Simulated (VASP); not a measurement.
Wanted: the native input for a VASP 6.6.1 run.

- Task: single point
- Functional: r2SCAN
- Potentials or basis: VASP PAW PBE potentials, release 64 (Zn, S)
- Cutoff: 520 eV
- k mesh: 6 × 6 × 4
- Occupations: gaussian, width 0.02 eV
- Spin: no spin polarisation
- Dipole correction: no
- Further INCAR settings: ALGO = Normal; EDIFF = 1e-06; NBANDS = 26

The system is ZnS.

```xyz
4
Lattice="3.7261 0.0000 0.0000 -1.8630 3.2269 0.0000 0.0000 0.0000 6.1279" Properties=species:S:1:pos:R:3 pbc="T T T"
Zn    0.0000    2.1512    0.0352
Zn    1.8630    1.0756    3.0992
S     0.0000    2.1512    2.3240
S     1.8630    1.0756    5.3880
```

One way to write it, as run:

POSCAR

```
ZnS
1.0
    3.7260636183      0.0000000000      0.0000000000
   -1.8630318091      3.2268657496      0.0000000000
    0.0000000000      0.0000000000      6.1279210711
Zn S
2 2
Direct
    0.3333333333      0.6666666667      0.0057445949
    0.6666666667      0.3333333333      0.5057445949
    0.3333333333      0.6666666667      0.3792554051
    0.6666666667      0.3333333333      0.8792554051
```

INCAR.step1

```
ALGO = Normal
EDIFF = 1E-4
ENCUT = 520
GGA = PE
ISMEAR = 0
LASPH = True
LCHARG = False
LREAL = False
LWAVE = True
NBANDS = 26
NELM = 100
PREC = Accurate
SIGMA = 0.02
```

INCAR.step2

```
ALGO = Normal
EDIFF = 1E-6
ENCUT = 520
ISIF = 2
ISMEAR = 0
ISTART = 1
LASPH = True
LCHARG = False
LMIXTAU = True
LREAL = False
LWAVE = False
METAGGA = R2SCAN
NBANDS = 26
NELM = 100
PREC = Accurate
SIGMA = 0.02
```

KPOINTS

```
k-points
0
Gamma
  6 6 4
```

Potentials or basis: VASP PAW PBE potentials, release 64 (Zn, S).

Run with:

```sh
$ cat potpaw_PBE.64/Zn/POTCAR potpaw_PBE.64/S/POTCAR > POTCAR
$ cp INCAR.step1 INCAR
$ mpirun -np 1 vasp_std > vasp.out
$ cp INCAR.step2 INCAR
$ mpirun -np 1 vasp_std > vasp.out
```

Results of the run:

```json
{
  "Pressure": "5.6 GPa",
  "Largest force": "0.004 eV/Å",
  "Band gap on the k mesh": "3.08 eV"
}
```

Caveat: the cell stands under pressure; the PAW data sets were made with another functional, which shifts forces and pressure a little.

Wall time 2.2 min on 1 thread of AMD EPYC 7R13 Processor (Zen 3) (shared host), peak memory 0.18 GiB.
